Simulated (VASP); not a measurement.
# B (Pm-3m) in VASP: notebook

The runs below take B through single point, with PBEsol.

Everything below comes from runs of VASP 6.6.1. Logs are shortened: lines on timing, memory, paths and dates and some standing lists are left out, and cuts for length are marked.

## 1. The cell of the first run

Symmetry: Pm-3m, No. 221, cubic system. The conventional cell has a = 1.876 Å, b = 1.876 Å, c = 1.876 Å, α = 90.00°, β = 90.00°, γ = 90.00°. B (site symmetry m-3m) has 6 B at 1.88 Å within 2.5 Å.

## 2. Single point, PBEsol

Input file INCAR:

```
  PREC = Accurate
  ENCUT = 520
  EDIFF = 1E-7
  ISMEAR = -1
  SIGMA = 0.1
  LREAL = F
  LASPH = T
  NELM = 80
  ALGO = Normal
  ISIF = 2
  LWAVE = F
  LCHARG = F
  GGA = PS
  NBANDS = 8
```

Input file KPOINTS:

```
Automatic mesh
0
Gamma
  16 16 16
```

Input file POSCAR:

```
B
1.0
    1.8762912287      0.0000000000      0.0000000000
    0.0000000000      1.8762912287      0.0000000000
    0.0000000000      0.0000000000      1.8762912287
B
1
Direct
    0.0000000000      0.0000000000      0.0000000000
```

Potentials or basis: VASP PAW PBE potentials, release 64 (B).

Command:

```sh
$ cat potpaw_PBE.64/B/POTCAR > POTCAR
$ mpirun -np 1 vasp_std > vasp.out
```

OUTCAR:

```text
PREC = Accurate
   ENCUT = 520
   EDIFF = 1E-7
   ISMEAR = -1
   LREAL = F
   LASPH = T
   NELM = 80
   ISIF = 2
   GGA = PS

 ion  position               nearest neighbor table
   1  0.000  0.000  0.000-

  LATTYP: Found a simple cubic cell.
 ALAT       =     1.8762912287

  Lattice vectors:

 A1 = (   1.8762912287,   0.0000000000,   0.0000000000)
 A2 = (   0.0000000000,   1.8762912287,   0.0000000000)
 A3 = (   0.0000000000,   0.0000000000,   1.8762912287)

Analysis of symmetry for initial positions (statically):
=====================================================================
 Subroutine PRICEL returns:
 Original cell was already a primitive cell.

 Routine SETGRP: Setting up the symmetry group for a
 simple cubic supercell.

 Subroutine GETGRP returns: Found 48 space group operations
 (whereof 48 operations were pure point group operations)
 out of a pool of 48 trial point group operations.

The static configuration has the point symmetry O_h .

Analysis of symmetry for dynamics (positions and initial velocities):
=====================================================================
 Subroutine PRICEL returns:
 Original cell was already a primitive cell.

 Routine SETGRP: Setting up the symmetry group for a
 simple cubic supercell.

 Subroutine GETGRP returns: Found 48 space group operations
 (whereof 48 operations were pure point group operations)
 out of a pool of 48 trial point group operations.

The dynamic configuration has the point symmetry O_h .

 Subroutine INISYM returns: Found 48 space group operations
 (whereof 48 operations are pure point group operations),
 and found     1 'primitive' translations

----------------------------------------------------------------------------------------

                                     Primitive cell

  volume of cell :       6.6054

  direct lattice vectors                    reciprocal lattice vectors
     1.876291229  0.000000000  0.000000000     0.532966303  0.000000000  0.000000000
     0.000000000  1.876291229  0.000000000     0.000000000  0.532966303  0.000000000
     0.000000000  0.000000000  1.876291229     0.000000000  0.000000000  0.532966303

  length of vectors
     1.876291229  1.876291229  1.876291229     0.532966303  0.532966303  0.532966303

  position of ions in fractional coordinates (direct lattice)
     0.000000000  0.000000000  0.000000000

  ion indices of the primitive-cell ions
   primitive index   ion index
                 1           1

----------------------------------------------------------------------------------------

 KPOINTS: Automatic mesh

Automatic generation of k-mesh.
 Grid dimensions read from file:
 generate k-points for:   16   16   16

 Generating k-lattice:

  Cartesian coordinates                     Fractional coordinates (reciprocal lattice)
     0.033310394  0.000000000  0.000000000     0.062500000  0.000000000  0.000000000
     0.000000000  0.033310394  0.000000000     0.000000000  0.062500000  0.000000000
     0.000000000  0.000000000  0.033310394     0.000000000  0.000000000  0.062500000

  Length of vectors
     0.033310394  0.033310394  0.033310394

  Shift w.r.t. Gamma in fractional coordinates (k-lattice)
     0.000000000  0.000000000  0.000000000

 Subroutine IBZKPT returns following result:
 ===========================================

 Found    165 irreducible k-points:

 Following reciprocal coordinates:
            Coordinates               Weight
  0.000000  0.000000  0.000000      1.000000
  0.062500  0.000000  0.000000      6.000000
  0.125000  0.000000  0.000000      6.000000
  0.187500  0.000000  0.000000      6.000000
  0.250000  0.000000  0.000000      6.000000
  0.312500  0.000000  0.000000      6.000000
[... 16 lines left out ...]
  0.437500  0.125000  0.000000     24.000000
  0.500000  0.125000  0.000000     12.000000
 [... further k-points ...]
   k-points           NKPTS =    165   k-points in BZ     NKDIM =    165   number of bands    NBANDS=      8
   number of dos      NEDOS =    301   number of ions     NIONS =      1
   total plane-waves  NPLWV =   2744
   dimension x,y,z NGX =    14 NGY =   14 NGZ =   14
   dimension x,y,z NGXF=    28 NGYF=   28 NGZF=   28
   ions per type =               1
   NGX,Y,Z   is equivalent  to a cutoff of  12.40, 12.40, 12.40 a.u.
   NGXF,Y,Z  is equivalent  to a cutoff of  24.81, 24.81, 24.81 a.u.
 SYSTEM =  unknown system
   PREC   = accura    normal or accurate (medium, high low for compatibility)
   ISTART =      0    job   : 0-new  1-cont  2-samecut
   ICHARG =      2    charge: 1-file 2-atom 10-const
   ISPIN  =      1    spin polarized calculation?
   LNONCOLLINEAR =      F non collinear calculations
   LSORBIT =      F    spin-orbit coupling
   LASPH  =      T    aspherical Exc in radial PAW
   ENCUT  =  520.0 eV  38.22 Ry    6.18 a.u.   3.49  3.49  3.49*2*pi/ulx,y,z
   NELM   =     80;   NELMIN=  2; NELMDL= -5     # of ELM steps
   EDIFF  = 0.1E-06   stopping-criterion for ELM
   LREAL  =      F    real-space projection
   EDIFFG = 0.1E-05   stopping-criterion for IOM
   NSW    =      0    number of steps for IOM
   IBRION =     -1    ionic relax: 0-MD 1-quasi-New 2-CG
   NFREE  =      0    steps in history (QN), initial steepest desc. (CG)
   ISIF   =      2    stress and relaxation
   ISYM   =      2    0-nonsym 1-usesym 2-fastsym
   POTIM  = 0.5000    time-step for ionic-motion
   TEBEG  =    0.0;   TEEND  =   0.0 temperature during run
   PSTRESS=    0.0 pullay stress
   NELECT =       3.0000    total number of electrons
   NUPDOWN=      -1.0000    fix difference up-down
   EMIN   =  10.00;   EMAX   =-10.00  energy-range for DOS
   EFERMI =   0.00;   METHOD = LEGACY
   ISMEAR =    -1;   SIGMA  =   0.10  broadening in eV -4-tet -1-fermi 0-gaus
   EFERMI_NEDOS =   21; number of points for ismear=-14 and -15
   IALGO  =     38    algorithm
   IMIX   =      4    mixing-type and parameters
     AMIX     =   0.40;   BMIX     =  1.00
     AMIX_MAG =   1.60;   BMIX_MAG =  1.00
  volume/ion in A,a.u.               =       6.61        44.58
  Fermi-wavevector in a.u.,A,eV,Ry     =   1.258389  2.378011 21.545418  1.583544
  Thomas-Fermi vector in A             =   2.392001
   LORBIT       =      0    0 simple, 1 ext, 2 COOP (PROOUT), +10 PAW based schemes
   GGA     = PS    functional components
   LHFCALC =     F    Hartree Fock is set to
   AEXX    =    0.0000 exact exchange contribution
   IVDW    =     0    specifies the selected vdW correction
   LEPSILON=     F    determine dielectric tensor
   LRPA    =     F    only Hartree local field effects (RPA)
 non-spin polarized calculation
  energy-cutoff  :      520.00
  volume of cell :        6.61
 maximum number of plane-waves:       191
 NGX is ok and might be reduce to    14
   NGX =  7   NGY =  7   NGZ =  7

 number of electron       3.0000000 magnetization

 Free energy of the ion-electron system (eV)
  ---------------------------------------------------
  ext. energy  EPLUGINS =         0.00000000
  ---------------------------------------------------
  free energy    TOTEN  =        -5.99496121 eV

  energy without entropy =       -5.98855912  energy(sigma->0) =       -5.99176017

 E-fermi :   7.1731     XC(G=0): -12.4774

 val. band max:        7.1135742110   @ k =   0.3750   0.3125   0.1250
 cond. band min:       7.2201512686   @ k =   0.3750   0.2500   0.1875
 fundamental gap:      0.1065770576
 Fermi energy:         7.1730598821

 k-point     1 :       0.0000    0.0000    0.0000
  band No.  band energies     occupation
      1      -8.7686      2.00000
      2      20.9260      0.00000
      3      20.9260      0.00000
      4      20.9260      0.00000
      5      31.3858      0.00000
      6      31.3858      0.00000
      7      40.5382      0.00000
      8      60.9319      0.00000

 k-point     2 :       0.0625    0.0000    0.0000
  band No.  band energies     occupation
      1      -8.6348      2.00000
      2      19.5576      0.00000
      3      21.0391      0.00000
      4      21.0391      0.00000
      5      31.5427      0.00000
      6      32.9035      0.00000
      7      40.4607      0.00000
      8      59.8682      0.00000

 k-point     3 :       0.1250    0.0000    0.0000
  band No.  band energies     occupation
      1      -8.2340      2.00000
      2      16.7031      0.00000
      3      21.3715      0.00000
      4      21.3715      0.00000
      5      32.0115      0.00000
      6      36.0796      0.00000
      7      40.3364      0.00000
      8      57.2199      0.00000

 k-point     4 :       0.1875    0.0000    0.0000
  band No.  band energies     occupation
      1      -7.5672      2.00000
      2      13.5309      0.00000
      3      21.9018      0.00000
      4      21.9018      0.00000
      5      32.7858      0.00000
      6      38.5329      0.00000
      7      41.3051      0.00000
      8      54.0040      0.00000

 k-point     5 :       0.2500    0.0000    0.0000
  band No.  band energies     occupation
      1      -6.6371      2.00000
      2      10.4119      0.00000
      3      22.5882      0.00000
      4      22.5882      0.00000
      5      33.8505      0.00000
      6      38.5486      0.00000
      7      44.5376      0.00000
      8      50.8468      0.00000

 k-point     6 :       0.3125    0.0000    0.0000
  band No.  band energies     occupation
      1      -5.4491      2.00000
      2       7.4706      0.09711
      3      23.3596      0.00000
      4      23.3596      0.00000
      5      35.1741      0.00000
      6      38.1031      0.00000
      7      47.6294      0.00000
      8      48.0516      0.00000

 k-point     7 :       0.3750    0.0000    0.0000
  band No.  band energies     occupation
      1      -4.0178      2.00000
      2       4.7679      2.00000
      3      24.1027      0.00000
      4      24.1027      0.00000
      5      36.6732      0.00000
      6      37.6775      0.00000
      7      45.8244      0.00000
      8      45.8244      0.00000

 k-point     8 :       0.4375    0.0000    0.0000
  band No.  band energies     occupation
      1      -2.4039      2.00000
      2       2.3855      2.00000
      3      24.6606      0.00000
      4      24.6606      0.00000
      5      37.3875      0.00000
      6      38.1065      0.00000
      7      44.3648      0.00000
      8      44.3648      0.00000

 k-point     9 :       0.5000    0.0000    0.0000
  band No.  band energies     occupation
      1      -1.2325      2.00000
      2       0.9572      2.00000
      3      24.8713      0.00000
      4      24.8713      0.00000
      5      37.2854      0.00000
      6      38.8001      0.00000
      7      43.8523      0.00000
      8      43.8523      0.00000

 k-point    10 :       0.0625    0.0625    0.0000
  band No.  band energies     occupation
      1      -8.5011      2.00000
      2      19.1852      0.00000
      3      20.2141      0.00000
      4      21.1518      0.00000
      5      32.4028      0.00000
      6      33.6643      0.00000
      7      40.3520      0.00000
      8      58.8671      0.00000
[... 78 lines left out ...]
 k-point    18 :       0.1250    0.1250    0.0000
  band No.  band energies     occupation
      1      -7.6991      2.00000
      2      15.9776      0.00000
      3      18.6561      0.00000
      4      21.8122      0.00000
      5      34.7822      0.00000
      6      38.4194      0.00000
      7      39.5128      0.00000
      8      53.9358      0.00000

 k-point    19 :       0.1875    0.1250    0.0000
  band No.  band energies     occupation
      1      -7.0321      2.00000
      2      13.5694      0.00000
      3      18.5969      0.00000
      4      22.3364      0.00000
      5      35.8947      0.00000
      6      38.4037      0.00000
      7      41.7240      0.00000
      8      51.4611      0.00000

 k-point    20 :       0.2500    0.1250    0.0000
  band No.  band energies     occupation
      1      -6.1019      2.00000
      2      10.6681      0.00000
      3      19.2441      0.00000
      4      23.0140      0.00000
      5      36.5706      0.00000
      6      37.3732      0.00000
      7      45.0516      0.00000
      8      49.2049      0.00000

 k-point    21 :       0.3125    0.1250    0.0000
  band No.  band energies     occupation
      1      -4.9140      2.00000
      2       7.8245      0.00296
      3      20.1291      0.00000
      4      23.7737      0.00000
      5      35.2428      0.00000
      6      38.2714      0.00000
      7      46.6099      0.00000
      8      48.3672      0.00000

 k-point    22 :       0.3750    0.1250    0.0000
  band No.  band energies     occupation
      1      -3.4816      2.00000
      2       5.1727      2.00000
      3      21.0750      0.00000
      4      24.5036      0.00000
      5      33.7002      0.00000
      6      39.5573      0.00000
      7      45.1830      0.00000
      8      46.4115      0.00000

 k-point    23 :       0.4375    0.1250    0.0000
  band No.  band energies     occupation
      1      -1.8582      2.00000
      2       2.8072      2.00000
      3      21.8597      0.00000
      4      25.0500      0.00000
      5      32.5063      0.00000
      6      40.9267      0.00000
      7      43.7308      0.00000
      8      44.9867      0.00000

 k-point    24 :       0.5000    0.1250    0.0000
  band No.  band energies     occupation
      1      -0.6444      2.00000
      2       1.3446      2.00000
      3      22.1792      0.00000
      4      25.2556      0.00000
      5      32.0423      0.00000
      6      42.1386      0.00000
      7      42.5176      0.00000
      8      44.4850      0.00000

 [... further k-points ...]

------------------------ aborting loop because EDIFF is reached ----------------------------------------

  FORCE on cell =-STRESS in cart. coord.  units (eV):
  Direction    XX          YY          ZZ          XY          YZ          ZX
  --------------------------------------------------------------------------------------
  -------------------------------------------------------------------------------------
  Total        0.0129426      0.0129426      0.0129426     -0.0000000     -0.0000000      0.0000000
  in kB        3.1392886      3.1392886      3.1392886     -0.0000000     -0.0000000      0.0000000
  external PRESSURE =       3.1392886 kB  Pullay stress =       0.0000000 kB

 VOLUME and BASIS-vectors are now :
 -----------------------------------------------------------------------------
  energy-cutoff  :      520.00
  volume of cell :        6.61
      direct lattice vectors                 reciprocal lattice vectors
     1.876291229  0.000000000  0.000000000     0.532966303  0.000000000  0.000000000
     0.000000000  1.876291229  0.000000000     0.000000000  0.532966303  0.000000000
     0.000000000  0.000000000  1.876291229     0.000000000  0.000000000  0.532966303

 POSITION                                       TOTAL-FORCE (eV/Angst)
 -----------------------------------------------------------------------------------
      0.00000      0.00000      0.00000         0.000000      0.000000      0.000000
 -----------------------------------------------------------------------------------
    total drift:                                0.000000     -0.000000     -0.000000

  FREE ENERGIE OF THE ION-ELECTRON SYSTEM (eV)
  ---------------------------------------------------
  free  energy   TOTEN  =        -5.9949612129 eV

  energy  without entropy=       -5.9885591174  energy(sigma->0) =       -5.99176017
```

It took 6.1 s on 1 thread of Intel Xeon 8259CL, shared host; peak memory 0.11 GiB.

Results:

* Free energy: -5.9950 eV
* Pressure: 0.3 GPa

Caveat: the PAW data sets were made with another functional, which shifts forces and pressure a little.

## 3. Single point, PBEsol (volume scaled by 0.88)

Input file INCAR:

```
  PREC = Accurate
  ENCUT = 520
  EDIFF = 1E-6
  ISMEAR = -1
  SIGMA = 0.1
  LREAL = F
  LASPH = T
  NELM = 60
  ALGO = Normal
  ISIF = 2
  LWAVE = F
  LCHARG = F
  GGA = PS
  NBANDS = 8
```

Input file KPOINTS:

```
Automatic mesh
0
Gamma
  19 19 19
```

Input file POSCAR:

```
B
1.0
    1.7980198101      0.0000000000      0.0000000000
    0.0000000000      1.7980198101      0.0000000000
    0.0000000000      0.0000000000      1.7980198101
B
1
Direct
    0.0000000000      0.0000000000      0.0000000000
```

Potentials or basis: VASP PAW PBE potentials, release 64 (B).

Command:

```sh
$ cat potpaw_PBE.64/B/POTCAR > POTCAR
$ mpirun -np 1 vasp_std > vasp.out
```

It took 6.6 s on 1 thread of Intel Xeon 8259CL, shared host; peak memory 0.11 GiB.

It converged, with:

* Free energy: -5.8976 eV
* Pressure: 39.7 GPa

Levels at points of the mesh, in eV from the Fermi level:
```
           k point  band 1  band 2  band 3  band 4
(0.00, 0.00, 0.00)  -17.20   15.25   15.25   15.25
```

Caveat: the PAW data sets were made with another functional, which shifts forces and pressure a little.

(Continued in part 2 of 2.)
